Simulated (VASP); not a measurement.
Write the native input for VASP 6.6.1 that does the following.

```
Task                   : single point
Functional             : LDA
Potentials or basis    : VASP PAW LDA potentials, release 64 (Mg, O)
Cutoff                 : 520 eV
k mesh                 : 4 × 4 × 4
Occupations            : gaussian, width 0.05 eV
Spin                   : no spin polarisation
Dipole correction      : no
Further INCAR settings : ALGO = Normal; EDIFF = 1e-06; NBANDS = 36
```

The structure of MgO lies in POSCAR:

```
MgO
1.0
    5.5230736673      0.0000000000      0.0000000000
    0.0000000000      5.5230736673      0.0000000000
    0.0000000000      0.0000000000      5.5230736673
Mg O
6 6
Direct
    0.2500000000      0.0001901377      0.5000000000
    0.0000000000      0.4998098623      0.2500000000
    0.5000000000      0.7500000000      0.0000000000
    0.7500000000      0.0001901377      0.5000000000
    0.0000000000      0.4998098623      0.7500000000
    0.5000000000      0.2500000000      0.0000000000
    0.2500000000      0.5217291088      0.0000000000
    0.5000000000     -0.0217291088      0.2500000000
    0.0000000000      0.7500000000      0.5000000000
    0.7500000000      0.5217291088      0.0000000000
    0.5000000000     -0.0217291088      0.7500000000
    0.0000000000      0.2500000000      0.5000000000
```

This cell differs from its parent crystal: atoms displaced along a vibrational mode.

These files were run (other wordings do the same):

INCAR

```
SYSTEM = MgO
PREC = Accurate
ENCUT = 520
EDIFF = 1E-6
ISMEAR = 0
SIGMA = 0.05
LREAL = .False.
LASPH = .True.
NELM = 80
ALGO = Normal
ISIF = 2
LWAVE = .False.
LCHARG = .False.
NBANDS = 36
```

KPOINTS

```
regular mesh
0
Gamma
  4 4 4
  0 0 0
```

Potentials or basis: VASP PAW LDA potentials, release 64 (Mg, O).

Run with:

```console
$ cat potpaw_LDA.64/Mg/POTCAR potpaw_LDA.64/O/POTCAR > POTCAR
$ mpirun -np 1 vasp_std > vasp.out
```

It gave:

* Pressure: -0.2 GPa
* Largest force: 1.685 eV/Å
* Band gap on the k mesh: 2.77 eV

Caveat: the cell differs from its parent crystal (atoms displaced along a vibrational mode); forces of over 1 eV/Å act on the atoms, so gaps and moduli don't describe the material at rest.

Run time: 3 min on 1 thread of Intel Xeon 8259CL, on a shared host, peak memory 0.25 GiB.
